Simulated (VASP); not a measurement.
# Ba2Tl5V3O12 (P1) in VASP: notebook, part 2 of 2

VASP 6.6.1. Earlier steps stand in the parts before.

### 3 Electron localisation function, PBE, collinear spin, ferromagnetic start

Contents of INCAR:

```
SYSTEM = Ba2Tl5V3O12
  PREC = Accurate
  ENCUT = 520
  EDIFF = 1E-6
  ISMEAR = -1
  SIGMA = 0.05
  LREAL = .False.
  LASPH = .True.
  NELM = 100
  ALGO = Normal
  ISIF = 2
  LWAVE = .False.
  LCHARG = .True.
  ISPIN = 2
  MAGMOM = 0 0 2 2 2 0 0 0 0 0 0 0 0 0 0 0 0 0 0 0 0 0
  LORBIT = 11
  LMAXMIX = 4
  GGA = PE
  LELF = .True.
```

Contents of KPOINTS:

```
regular mesh
0
Gamma
  5 5 2
  0 0 0
```

Contents of POSCAR:

```
Ba2Tl5V3O12
1.0
    6.0437000000      0.0954900000     -0.4538500000
   -2.5758800000      5.5423000000      0.0296100000
   -1.2131500000     -2.0613200000     13.9219600000
Ba V Tl O
2 3 5 12
Direct
    0.8825100000      0.0156100000      0.4732000000
    0.5788600000      0.7968800000      0.8892200000
    0.2693600000      0.1058000000      0.9846800000
    0.1162900000      0.5582000000      0.3391400000
    0.6080700000      0.3069600000      0.6655200000
    0.4836100000      0.2899100000      0.3837300000
    0.0831100000      0.0748500000      0.7486900000
    0.7727900000      0.8939800000      0.1771900000
    0.2979100000      0.6659900000      0.6010700000
    0.9720100000      0.4663600000      0.0474000000
    0.0245800000      0.0564700000      0.0435400000
    0.1636900000      0.8697500000      0.8875400000
    0.3358500000      0.3728900000      0.9381800000
    0.5330800000      0.1024200000      0.0489200000
    0.4267400000      0.6776200000      0.4006300000
    0.9519700000      0.6420200000      0.4121100000
    0.0069600000      0.2404100000      0.3256500000
    0.0837300000      0.6486500000      0.2303200000
    0.8589000000      0.3321400000      0.6165200000
    0.6367300000      0.5816300000      0.7239000000
    0.5634300000      0.0992000000      0.7442300000
    0.3498400000      0.2022600000      0.5686200000
```

Potentials or basis: VASP PAW PBE potentials, release 64 (Ba_sv, V_sv, Tl_d, O).

On the command line:

```bash
$ cat potpaw_PBE.64/Ba_sv/POTCAR potpaw_PBE.64/V_sv/POTCAR potpaw_PBE.64/Tl_d/POTCAR potpaw_PBE.64/O/POTCAR > POTCAR
$ mpirun -np 4 vasp_std > vasp.out
```

OUTCAR:

```text
SYSTEM = Ba2Tl5V3O12
   PREC = Accurate
   ENCUT = 520
   EDIFF = 1E-6
   ISMEAR = -1
   LREAL = .False.
   LASPH = .True.
   NELM = 100
   ISIF = 2
   ISPIN = 2
   LORBIT = 11
   GGA = PE

 ion  position               nearest neighbor table
   1  0.883  0.016  0.473-  16 2.58  17 2.64  22 2.65  15 2.65  19 2.73   6 3.60   9 3.81   6 3.82
                             7 3.82   6 4.05   8 4.08   9 4.12   9 4.22
   2  0.579  0.797  0.889-  13 2.63  20 2.72  12 2.72  21 2.90  14 2.92  11 2.92   3 3.48   3 3.77
                             7 3.81   8 3.97  10 4.01   9 4.02  10 4.22   7 4.26   7 4.32
   3  0.269  0.106  0.985-  14 1.71  12 1.73  13 1.73  11 1.75   7 3.30   2 3.48  10 3.50   2 3.77
[... 5716 lines left out ...]
  in kB        5.5898840      5.4963427      5.2296754     -0.1094310      0.2819668     -0.5190474
  external PRESSURE =       5.4386340 kB  Pullay stress =       0.0000000 kB

 VOLUME and BASIS-vectors are now :
 -----------------------------------------------------------------------------
  energy-cutoff  :      520.00
  volume of cell :      464.66
      direct lattice vectors                 reciprocal lattice vectors
     6.043700000  0.095490000 -0.453850000     0.166188117  0.077100451  0.025897202
    -2.575880000  5.542300000  0.029610000    -0.000847672  0.179894629  0.026561780
    -1.213150000 -2.061320000 13.921960000     0.005419465  0.002130832  0.072616711

 POSITION                                       TOTAL-FORCE (eV/Angst)
 -----------------------------------------------------------------------------------
      4.71935     -0.80463      6.18781        -0.073943      0.039167      0.034279
      0.36703      2.63886     12.14057         0.065561      0.051226      0.001375
      0.16084     -1.41764     13.58956        -0.032055      0.018809      0.034285
     -1.14646      2.40574      4.68524         0.025002     -0.019704      0.042994
      2.07692      0.38748      8.99846        -0.002202      0.016874     -0.011103
      1.71050      0.86196      5.13137         0.000591      0.000780     -0.003651
     -0.59879     -1.12051     10.38773        -0.002415      0.001551     -0.000814
      2.15277      4.66325      2.14257         0.002035      0.001670     -0.002160
     -0.64422      2.48057      8.25259        -0.000497      0.002689      0.004736
      4.61575      2.57982      0.23256        -0.000145      0.003204      0.004959
     -0.04973      0.22557      0.59668        -0.092904     -0.023886      0.090707
     -2.32780      3.00654     12.30776        -0.058461     -0.089651     -0.109017
     -0.06890      0.16485     12.91992        -0.034673      0.033629     -0.028421
      2.89861      0.51771      0.44216         0.131422      0.007486      0.104747
      0.34760      2.97050      5.40394         0.0396
```

OSZICAR:

```text
N       E                     dE             d eps       ncg     rms          rms(c)
DAV:   1     0.183229352632E+04    0.18323E+04   -0.10522E+05 13528   0.155E+03
[... 15 lines left out ...]
DAV:  17    -0.145768338865E+03    0.92552E-04   -0.11146E-03 16136   0.126E-01    0.192E-01
DAV:  18    -0.145768169469E+03    0.16940E-03   -0.38826E-04 15928   0.985E-02    0.609E-02
DAV:  19    -0.145768180661E+03   -0.11192E-04   -0.18904E-04 16520   0.680E-02    0.494E-02
DAV:  20    -0.145768194499E+03   -0.13839E-04   -0.45348E-05 13984   0.230E-02    0.227E-02
DAV:  21    -0.145768203403E+03   -0.89041E-05   -0.13553E-05 12480   0.115E-02    0.260E-02
DAV:  22    -0.145768199735E+03    0.36682E-05   -0.11002E-05 14832   0.180E-02    0.389E-03
DAV:  23    -0.145768199591E+03    0.14393E-06   -0.12725E-06  9544   0.398E-03
   1 F= -.14576820E+03 E0= -.14576820E+03  d E =-.380486E-10  mag=     0.0003
```

It took 47 min on 4 MPI ranks of AMD EPYC 7R13 (Zen 3), shared host; peak memory 0.73 GiB.

Results:

| Property | Result |
| --- | --- |
| Free energy | -145.7682 eV |
| Pressure | 0.5 GPa |
| Largest force | 0.198 eV/Å |
| Band gap on the k mesh | 3.02 eV (least direct gap 3.03 eV) |
| Net moment | 0.00 μB per cell |
| Valence electrons inside the program's atomic spheres | Ba 7.91, 7.85; V 12.12, 12.11, 12.07; Tl 11.13, 11.10, 11.12, 11.11 (each value once); O 4.97, 4.99, 4.98, 5.00 (each value once) |

Forces in eV/Å, atoms in the order of the input:
```
Ba  -0.074  0.039  0.034
Ba   0.066  0.051  0.001
V   -0.032  0.019  0.034
V    0.025 -0.020  0.043
V   -0.002  0.017 -0.011
Tl   0.001  0.001 -0.004
Tl  -0.002  0.002 -0.001
Tl   0.002  0.002 -0.002
Tl   0.000  0.003  0.005
Tl   0.000  0.003  0.005
O   -0.093 -0.024  0.091
O   -0.058 -0.090 -0.109
O   -0.035  0.034 -0.028
O    0.131  0.007  0.105
O    0.040 -0.023  0.023
O   -0.035 -0.073  0.048
O    0.020 -0.079 -0.076
O   -0.035  0.082 -0.177
O    0.100  0.058 -0.012
O   -0.021  0.092  0.001
O    0.006 -0.100  0.079
O   -0.002 -0.002 -0.049
```

Caveat: spin-orbit coupling is left out, which moves the levels of the heavy elements; an odd mesh through Γ misses points on the zone boundary, where band edges can lie.
